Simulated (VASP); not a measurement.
# Sn (I4_1/amd) in VASP: notebook

Sn is run at these levels: PBE; tasks: single point.

All numbers are computed with VASP 6.6.1; they aren't measurements. Logs are shortened: lines on timing, memory, paths and dates and some standing lists are left out, and cuts for length are marked.

### 1 The cell of the first run

Symmetry: I4_1/amd, No. 141, tetragonal system. The conventional cell has a = 5.880 Å, b = 5.880 Å, c = 3.199 Å, α = 90.00°, β = 90.00°, γ = 90.00°. Sn (site symmetry -4m2) has 10 Sn at 3.05 to 3.79 Å within 4.0 Å.

### 2 Single point, PBE

INCAR

```
SYSTEM = Sn
PREC     = Accurate       ! precision mode
ENCUT    = 520            ! plane-wave cutoff, eV
EDIFF    = 1E-6           ! SCF threshold, eV
ISMEAR   = 0              ! smearing method
SIGMA    = 0.016          ! smearing width, eV
LREAL    = .False.        ! projectors in reciprocal space
LASPH    = .True.         ! aspherical terms in the spheres
NELM     = 60             ! most SCF steps
ALGO     = Normal         ! electronic algorithm
ISIF     = 2              ! what is computed and relaxed
LWAVE    = .False.        ! write WAVECAR
LCHARG   = .False.        ! write CHGCAR
GGA      = PE             ! functional
NBANDS   = 21             ! bands
```

KPOINTS

```
regular mesh
0
Gamma
  9 9 9
  0 0 0
```

POSCAR

```
Sn
1.0
   -2.9401404553      2.9401404553      1.5993019889
    2.9401404553     -2.9401404553      1.5993019889
    2.9401404553      2.9401404553     -1.5993019889
Sn
2
Direct
    0.0000000000      0.0000000000      0.0000000000
    0.7500000000      0.2500000000      0.5000000000
```

Potentials or basis: VASP PAW PBE potentials, release 64 (Sn_d).

The run is started by

```bash
$ cat potpaw_PBE.64/Sn_d/POTCAR > POTCAR
$ mpirun -np 1 vasp_std > vasp.out
```

OUTCAR:

```text
SYSTEM = Sn
   PREC = Accurate
   ENCUT = 520
   EDIFF = 1E-6
   ISMEAR = 0
   LREAL = .False.
   LASPH = .True.
   NELM = 60
   ISIF = 2
   GGA = PE

 ion  position               nearest neighbor table
   1  0.000  0.000  0.000-   2 3.05   2 3.05   2 3.05   2 3.05
   2  0.750  0.250  0.500-   1 3.05   1 3.05   1 3.05   1 3.05

  LATTYP: Found a body centered tetragonal cell.
 ALAT       =     5.8802809106
 C/A-ratio  =     0.5439542815

  Lattice vectors:

 A1 = (  -2.9401404553,   2.9401404553,   1.5993019889)
 A2 = (   2.9401404553,  -2.9401404553,   1.5993019889)
 A3 = (   2.9401404553,   2.9401404553,  -1.5993019889)

Analysis of symmetry for initial positions (statically):
=====================================================================
 Subroutine PRICEL returns:
 Original cell was already a primitive cell.

 Routine SETGRP: Setting up the symmetry group for a
 body centered tetragonal supercell.

 Subroutine GETGRP returns: Found 16 space group operations
 (whereof  8 operations were pure point group operations)
 out of a pool of 16 trial point group operations.

The static configuration has the point symmetry D_2d.
 The point group associated with its full space group is D_4h.

Analysis of symmetry for dynamics (positions and initial velocities):
=====================================================================
 Subroutine PRICEL returns:
 Original cell was already a primitive cell.

 Routine SETGRP: Setting up the symmetry group for a
 body centered tetragonal supercell.

 Subroutine GETGRP returns: Found 16 space group operations
 (whereof  8 operations were pure point group operations)
 out of a pool of 16 trial point group operations.

The dynamic configuration has the point symmetry D_2d.
 The point group associated with its full space group is D_4h.

 Subroutine INISYM returns: Found 16 space group operations
 (whereof  8 operations are pure point group operations),
 and found     1 'primitive' translations

----------------------------------------------------------------------------------------

                                     Primitive cell

  volume of cell :      55.3002

  direct lattice vectors                    reciprocal lattice vectors
    -2.940140455  2.940140455  1.599301989     0.000000000  0.170059903  0.312636390
     2.940140455 -2.940140455  1.599301989     0.170059903  0.000000000  0.312636390
     2.940140455  2.940140455 -1.599301989     0.170059903  0.170059903  0.000000000

  length of vectors
     4.454954393  4.454954393  4.454954393     0.355895888  0.355895888  0.240501021

  position of ions in fractional coordinates (direct lattice)
     0.000000000  0.000000000  0.000000000
     0.750000000  0.250000000  0.500000000

  ion indices of the primitive-cell ions
   primitive index   ion index
                 1           1
                 2           2

----------------------------------------------------------------------------------------

 KPOINTS: regular mesh

Automatic generation of k-mesh.
 Grid dimensions read from file:
 generate k-points for:    9    9    9

 Generating k-lattice:

  Cartesian coordinates                     Fractional coordinates (reciprocal lattice)
     0.000000000  0.018895545  0.034737377     0.111111111 -0.000000000  0.000000000
     0.018895545  0.000000000  0.034737377    -0.000000000  0.111111111  0.000000000
     0.018895545  0.018895545  0.000000000     0.000000000  0.000000000  0.111111111

  Length of vectors
     0.039543988  0.039543988  0.026722336

  Shift w.r.t. Gamma in fractional coordinates (k-lattice)
     0.000000000  0.000000000  0.000000000

 Subroutine IBZKPT returns following result:
 ===========================================

 Found     75 irreducible k-points:

 Following reciprocal coordinates:
            Coordinates               Weight
  0.000000  0.000000  0.000000      1.000000
  0.111111 -0.000000  0.000000      8.000000
  0.222222 -0.000000  0.000000      8.000000
  0.333333 -0.000000  0.000000      8.000000
  0.444444 -0.000000  0.000000      8.000000
  0.111111  0.111111  0.000000      8.000000
[... 16 lines left out ...]
 -0.333333  0.333333  0.000000      4.000000
  0.444444  0.444444 -0.000000      8.000000
 [... further k-points ...]
   k-points           NKPTS =     75   k-points in BZ     NKDIM =     75   number of bands    NBANDS=     21
   number of dos      NEDOS =    301   number of ions     NIONS =      2
   total plane-waves  NPLWV =  46656
   dimension x,y,z NGX =    36 NGY =   36 NGZ =   36
   dimension x,y,z NGXF=    72 NGYF=   72 NGZF=   72
   ions per type =               2
   NGX,Y,Z   is equivalent  to a cutoff of  13.43, 13.43, 13.43 a.u.
   NGXF,Y,Z  is equivalent  to a cutoff of  26.87, 26.87, 26.87 a.u.
 SYSTEM =  Sn
   PREC   = accura    normal or accurate (medium, high low for compatibility)
   ISTART =      0    job   : 0-new  1-cont  2-samecut
   ICHARG =      2    charge: 1-file 2-atom 10-const
   ISPIN  =      1    spin polarized calculation?
   LNONCOLLINEAR =      F non collinear calculations
   LSORBIT =      F    spin-orbit coupling
   LASPH  =      T    aspherical Exc in radial PAW
   ENCUT  =  520.0 eV  38.22 Ry    6.18 a.u.   8.28  8.28  8.28*2*pi/ulx,y,z
   NELM   =     60;   NELMIN=  2; NELMDL= -5     # of ELM steps
   EDIFF  = 0.1E-05   stopping-criterion for ELM
   LREAL  =      F    real-space projection
   EDIFFG = 0.1E-04   stopping-criterion for IOM
   NSW    =      0    number of steps for IOM
   IBRION =     -1    ionic relax: 0-MD 1-quasi-New 2-CG
   NFREE  =      0    steps in history (QN), initial steepest desc. (CG)
   ISIF   =      2    stress and relaxation
   ISYM   =      2    0-nonsym 1-usesym 2-fastsym
   POTIM  = 0.5000    time-step for ionic-motion
   TEBEG  =    0.0;   TEEND  =   0.0 temperature during run
   PSTRESS=    0.0 pullay stress
   NELECT =      28.0000    total number of electrons
   NUPDOWN=      -1.0000    fix difference up-down
   EMIN   =  10.00;   EMAX   =-10.00  energy-range for DOS
   EFERMI =   0.00;   METHOD = LEGACY
   ISMEAR =     0;   SIGMA  =   0.02  broadening in eV -4-tet -1-fermi 0-gaus
   EFERMI_NEDOS =   21; number of points for ismear=-14 and -15
   IALGO  =     38    algorithm
   IMIX   =      4    mixing-type and parameters
     AMIX     =   0.40;   BMIX     =  1.00
     AMIX_MAG =   1.60;   BMIX_MAG =  1.00
  volume/ion in A,a.u.               =      27.65       186.59
  Fermi-wavevector in a.u.,A,eV,Ry     =   1.304824  2.465760 23.164816  1.702566
  Thomas-Fermi vector in A             =   2.435734
   LORBIT       =      0    0 simple, 1 ext, 2 COOP (PROOUT), +10 PAW based schemes
   GGA     = PE    functional components
   LHFCALC =     F    Hartree Fock is set to
   AEXX    =    0.0000 exact exchange contribution
   IVDW    =     0    specifies the selected vdW correction
   LEPSILON=     F    determine dielectric tensor
   LRPA    =     F    only Hartree local field effects (RPA)
 non-spin polarized calculation
 Gauss-broadening in eV      SIGMA  =   0.02
  energy-cutoff  :      520.00
  volume of cell :       55.30
 maximum number of plane-waves:      1507
 NGX is ok and might be reduce to    36
   NGX = 17   NGY = 17   NGZ = 17

 number of electron      27.9999989 magnetization

 Free energy of the ion-electron system (eV)
  ---------------------------------------------------
  ext. energy  EPLUGINS =         0.00000000
  ---------------------------------------------------
  free energy    TOTEN  =        -7.59705678 eV

  energy without entropy =       -7.59680839  energy(sigma->0) =       -7.59693258

 E-fermi :   7.7525     XC(G=0): -10.2172

 val. band max:        7.7390111148   @ k =   0.4444   0.3333   0.0000
 cond. band min:       7.7580059622   @ k =  -0.2222  -0.2222   0.1111
 fundamental gap:      0.0189948474
 Fermi energy:         7.7524889756

 k-point     1 :       0.0000    0.0000    0.0000
  band No.  band energies     occupation
      1     -13.8838      2.00000
      2     -13.8070      2.00000
      3     -13.7636      2.00000
      4     -13.7545      2.00000
      5     -13.6127      2.00000
      6     -13.6127      2.00000
[... 13 lines left out ...]
     20      17.4946      0.00000
     21      18.1656      0.00000

 k-point     2 :       0.1111   -0.0000    0.0000
  band No.  band energies     occupation
      1     -13.8765      2.00000
      2     -13.7839      2.00000
      3     -13.7553      2.00000
      4     -13.7282      2.00000
      5     -13.6280      2.00000
      6     -13.6242      2.00000
[... 13 lines left out ...]
     20      16.6259      0.00000
     21      16.7204      0.00000

 k-point     3 :       0.2222   -0.0000    0.0000
  band No.  band energies     occupation
      1     -13.8560      2.00000
      2     -13.7347      2.00000
      3     -13.7343      2.00000
      4     -13.6872      2.00000
      5     -13.6579      2.00000
      6     -13.6228      2.00000
[... 13 lines left out ...]
     20      15.1636      0.00000
     21      16.1562      0.00000

 k-point     4 :       0.3333   -0.0000    0.0000
  band No.  band energies     occupation
      1     -13.8325      2.00000
      2     -13.7195      2.00000
      3     -13.7110      2.00000
      4     -13.7004      2.00000
      5     -13.6767      2.00000
      6     -13.6430      2.00000
[... 13 lines left out ...]
     20      14.3594      0.00000
     21      17.0999      0.00000

 k-point     5 :       0.4444   -0.0000    0.0000
  band No.  band energies     occupation
      1     -13.8156      2.00000
      2     -13.7397      2.00000
      3     -13.7279      2.00000
      4     -13.6945      2.00000
      5     -13.6658      2.00000
      6     -13.6576      2.00000
[... 13 lines left out ...]
     20      16.5043      0.00000
     21      17.8934      0.00000
[... 382 lines left out ...]
     20      17.9078      0.00000
     21      18.5547      0.00000

 k-point    22 :      -0.4444    0.3333   -0.0000
  band No.  band energies     occupation
      1     -13.7958      2.00000
      2     -13.7777      2.00000
      3     -13.7775      2.00000
      4     -13.6853      2.00000
      5     -13.6759      2.00000
      6     -13.6067      2.00000
[... 13 lines left out ...]
     20      18.6001      0.00000
     21      19.4996      0.00000

 k-point    23 :      -0.3333    0.3333    0.0000
  band No.  band energies     occupation
      1     -13.8141      2.00000
      2     -13.8036      2.00000
      3     -13.7911      2.00000
      4     -13.6987      2.00000
      5     -13.6598      2.00000
      6     -13.5963      2.00000
[... 13 lines left out ...]
     20      17.3969      0.00000
     21      17.4819      0.00000

 k-point    24 :       0.4444    0.4444   -0.0000
  band No.  band energies     occupation
      1     -13.7894      2.00000
      2     -13.7888      2.00000
      3     -13.7312      2.00000
      4     -13.7294      2.00000
      5     -13.6403      2.00000
      6     -13.6337      2.00000
[... 13 lines left out ...]
     20      18.4365      0.00000
     21      18.9035      0.00000

 [... further k-points ...]
[... 5 lines left out ...]
  --------------------------------------------------------------------------------------
  -------------------------------------------------------------------------------------
  Total        0.5145223      0.5145223      0.3909916      0.0000000      0.0000000      0.0000000
  in kB       14.9069268     14.9069268     11.3279521      0.0000000      0.0000000      0.0000000
  external PRESSURE =      13.7139353 kB  Pullay stress =       0.0000000 kB

 VOLUME and BASIS-vectors are now :
 -----------------------------------------------------------------------------
  energy-cutoff  :      520.00
  volume of cell :       55.30
      direct lattice vectors                 reciprocal lattice vectors
    -2.940140455  2.940140455  1.599301989     0.000000000  0.170059903  0.312636390
     2.940140455 -2.940140455  1.599301989     0.170059903  0.000000000  0.312636390
     2.940140455  2.940140455 -1.599301989     0.170059903  0.170059903  0.000000000

 POSITION                                       TOTAL-FORCE (eV/Angst)
 -----------------------------------------------------------------------------------
      0.00000      0.00000      0.00000         0.000000     -0.000000     -0.000000
      0.00000      2.94014      0.79965        -0.000000      0.000000      0.000000
 -----------------------------------------------------------------------------------
    total drift:                               -0.000000      0.000000     -0.000000

  FREE ENERGIE OF THE ION-ELECTRON SYSTEM (eV)
  ---------------------------------------------------
  free  energy   TOTEN  =        -7.5970567802 eV

  energy  without entropy=       -7.5968083860  energy(sigma->0) =       -7.59693258
```

Run time: 55 s. Hardware: 1 thread of Intel Xeon Platinum 8488C (Sapphire Rapids), shared host; peak memory 0.23 GiB.

Results:

```
Free energy            : -7.5971 eV
Pressure               : 1.4 GPa
Band gap on the k mesh : zero (bands 14 and 15 overlap by 3.97 eV)
```

Stress tensor (GPa, compression positive):
```
1.49 0.00 0.00
0.00 1.49 0.00
0.00 0.00 1.13
```

Levels at points of the mesh, in eV from the Fermi level:
| k point | band 11 | band 12 | band 13 | band 14 | band 15 | band 16 | band 17 | band 18 |
| --- | --- | --- | --- | --- | --- | --- | --- | --- |
| (0.00, 0.00, 0.00) | -11.00 | -3.71 | -1.94 | -1.94 | 2.99 | 6.12 | 6.12 | 6.74 |

Caveat: spin-orbit coupling is left out, which moves the levels of the heavy elements.

[end of part 1 of 2]
